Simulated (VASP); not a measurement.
A run of VASP 6.6.1:

File INCAR:

```
SYSTEM = SrO
ALGO = Normal
EDIFF = 1E-6
EDIFFG = -0.01
ENCUT = 600
GGA = PE
IBRION = 2
ISIF = 3
ISMEAR = 0
LASPH = .True.
LCHARG = .False.
LREAL = .False.
LWAVE = .False.
NELM = 100
NSW = 100
PREC = Accurate
SIGMA = 0.02
```

File KPOINTS:

```
k-points
0
Gamma
  6 6 6
  0 0 0
```

File POSCAR:

```
SrO
1.0
    4.2754662656      0.0000000000      0.0000000000
   -2.1377331328      3.7026623990      0.0000000000
    0.0000000000      0.0000000000      5.1555949900
Sr O
2 2
Direct
    0.3333333300      0.6666666700      0.9381277000
    0.6666666700      0.3333333300      0.4381277000
    0.3333333300      0.6666666700      0.4368723000
    0.6666666700      0.3333333300      0.9368723000
```

Potentials or basis: VASP PAW PBE potentials, release 64 (Sr_sv, O).

Run with:

```console
$ cat potpaw_PBE.64/Sr_sv/POTCAR potpaw_PBE.64/O/POTCAR > POTCAR
$ mpirun -np 1 vasp_std > vasp.out
```

Hardware: 1 thread of Intel(R) Xeon(R) 6975P-C (Granite Rapids), on a shared host.

**Question.** How long does it take, and how much memory?

**Answer.** Wall time 70 s on 1 thread of Intel(R) Xeon(R) 6975P-C (Granite Rapids) (shared host), peak memory 0.26 GiB. Counts: scf iterations 41, k points 28, ion steps 5.
